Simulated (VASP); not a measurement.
Crystal: CrO2.

```xyz
6
Lattice="4.4210 0.0000 0.0000 0.0000 4.4210 0.0000 0.0000 0.0000 2.9170" Properties=species:S:1:pos:R:3 pbc="T T T"
Cr    2.2105    2.2105    1.4585
Cr    0.0000    0.0000    0.0000
O     3.5412    0.8798    1.4585
O     3.0903    3.0903    0.0000
O     0.8798    3.5412    1.4585
O     1.3307    1.3307    0.0000
```

Base run:

```yaml
Program: VASP 6.6.1
Functional: PBEsol
Potentials_or_basis: VASP PAW PBE potentials, release 64 (Cr_pv, O)
Cutoff: 520 eV
k_mesh: 6 × 6 × 9
Occupations: fermi-dirac, width 0.05 eV
Spin: collinear spin, ferromagnetic start
Starting_moments: "[1.62, 1.3, 0.0, 0.0, 0.0, 0.0] μB"
```

Its results: band gap on the k mesh zero (filled and empty bands overlap); pressure -5.9 GPa; largest force 0.329 eV/Å.

**Question.** The run is repeated on the same cell with these changes: spin from collinear spin, ferromagnetic start to no spin polarisation; further incar settings from ALGO = Normal; EDIFF = 1e-06; NBANDS = 37 to ALGO = Normal; EDIFF = 1e-07; NBANDS = 33. What comes out?

**Answer.** Band gap on the k mesh zero (band 24 reaches 6.05 eV, above the bottom of band 25 at 5.38 eV); pressure -13.2 GPa; largest force 0.217 eV/Å.

Caveats: the PAW data sets were made with another functional, which shifts forces and pressure a little; semilocal functionals often make such compounds metallic where correlation or magnetic order opens a gap, which also shifts bond lengths.
